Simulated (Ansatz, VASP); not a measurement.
MgCdO: VASP beside Ansatz

```
Mg Cd O
1.0
     4.02179    0.00000    0.00000
     0.00000    4.02179    0.00000
     0.00000    0.00000    6.30916
Mg Cd O
2 2 2
Direct
  0.00000 0.00000 0.00000
  0.50000 0.50000 0.00000
  0.50000 0.00000 0.53853
  0.00000 0.50000 0.46147
  0.50000 0.00000 0.94743
  0.00000 0.50000 0.05257
```

Change from the starting cell: species swapped into the GdMnSi type (P4/nmm, No. 129).

Alike in both runs: task relaxation of cell and atoms; functional PBE; k mesh 10 × 10 × 6; occupations gaussian, width 0.1 eV; no spin polarisation.

|  | VASP | Ansatz |
| --- | --- | --- |
| version | VASP 6.6.1 | Ansatz 0.2.0 |
| potentials or method | VASP PAW PBE potentials, release 64 (Mg, Cd, O), cutoff 600 eV | scalar-relativistic, plane waves, PAW |
| valence electrons in the cell | 40 | 72 |

Ansatz gave:

```
gap on the k mesh at the Fermi level, each at its own relaxed structure (eV) : none
relaxed volume (Å³/atom)                                                     : 16.93
relaxed length of the cell vector where the two differ most in proportion (Å)              : 6.301
```

**Question.** What did VASP give for the same quantities?

**Answer.** gap on the k mesh at the Fermi level, each at its own relaxed structure (eV): none; relaxed volume (Å³/atom): 16.87; relaxed length of the cell vector where the two differ most in proportion (Å): 6.286.

A gap of «none» marks a metal or a gap that the smearing closes. VASP's potentials hold 40 valence electrons a cell and Ansatz's 72, so a difference there can come from the potentials and not from the codes.
